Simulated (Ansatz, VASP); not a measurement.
# One calculation of Ag, two programs

```
Ag
1.0
    -1.57287    1.57287    1.73844
     1.57287   -1.57287    1.73844
     1.57287    1.57287   -1.73844
Ag
1
Direct
  0.00000 0.00000 0.00000
```

Change from the starting cell: strain -0.050 along x and y, +0.050 along z, atoms carried along.

Alike in both runs: task single point; functional PBEsol; k mesh 20 × 20 × 20; occupations gaussian, width 0.15 eV; no spin polarisation.

|  | VASP | Ansatz |
| --- | --- | --- |
| version | VASP 6.6.1 | Ansatz 0.2.0 |
| potentials or method | VASP PAW PBE potentials, release 64 (Ag), cutoff 520 eV | scalar-relativistic, plane waves, PAW |
| valence electrons in the cell | 11 | 19 |

```csv
,VASP,Ansatz,Ansatz less VASP
gap on the k mesh at the Fermi level (eV),none,none,-
pressure (GPa),-2.9,-2.8,+0.09
"traceless stress, the component that is largest in VASP (GPa)",1.15,1.16,+0.009
```

VASP's potentials were made for PBE, not for PBEsol. A gap of «none» marks a metal or a gap that the smearing closes. With one functional, cell and mesh, what is left measures potentials, basis and numerics. VASP's potentials hold 11 valence electrons a cell and Ansatz's 19, so a difference there can come from the potentials and not from the codes.
